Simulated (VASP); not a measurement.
A run of VASP 6.6.1 is set up as follows.

File INCAR:

```
SYSTEM = PbF2
  PREC = Accurate
  ENCUT = 520
  EDIFF = 1E-6
  ISMEAR = 0
  SIGMA = 0.01
  LREAL = .False.
  LASPH = .True.
  NELM = 60
  ALGO = Normal
  ISIF = 2
  LWAVE = .False.
  LCHARG = .True.
  GGA = PS
  LELF = .True.
  LVHAR = .True.
  NBANDS = 37
```

The input KPOINTS:

```
Automatic mesh
0
Gamma
  4 6 6
  0 0 0
```

The input POSCAR:

```
PbF2
1.0
    5.8695243865      0.0000000000      0.0000000000
    0.0000000000      2.9250401531      2.9340382530
    0.0000000000     -2.9250401531      2.9340382530
Pb F
2 4
Direct
    0.5000000000      0.9774790000      0.9774790000
    0.0000000000      0.4774790000      0.4774790000
    0.7647730000      0.9736080000      0.4586660000
    0.2352270000      0.4586660000      0.9736080000
    0.7352270000      0.4736080000      0.9586660000
    0.2647730000      0.9586660000      0.4736080000
```

Potentials or basis: VASP PAW PBE potentials, release 64 (Pb_d, F).

Run with:

```console
$ cat potpaw_PBE.64/Pb_d/POTCAR potpaw_PBE.64/F/POTCAR > POTCAR
$ mpirun -np 1 vasp_std > vasp.out
```

What does it give for the largest force?

0.115 eV/Å.

What does it give for the pressure?

1.6 GPa.

What does it give for the band gap on the k mesh?

4.27 eV.

Stress tensor (GPa, compression positive):
```
1.53 0.00 0.00
0.00 1.69 0.00
0.00 0.00 1.59
```

Caveat: the PAW data sets were made with another functional, which shifts forces and pressure a little; spin-orbit coupling is left out, which moves the levels of the heavy elements. A k mesh can miss the band edges.
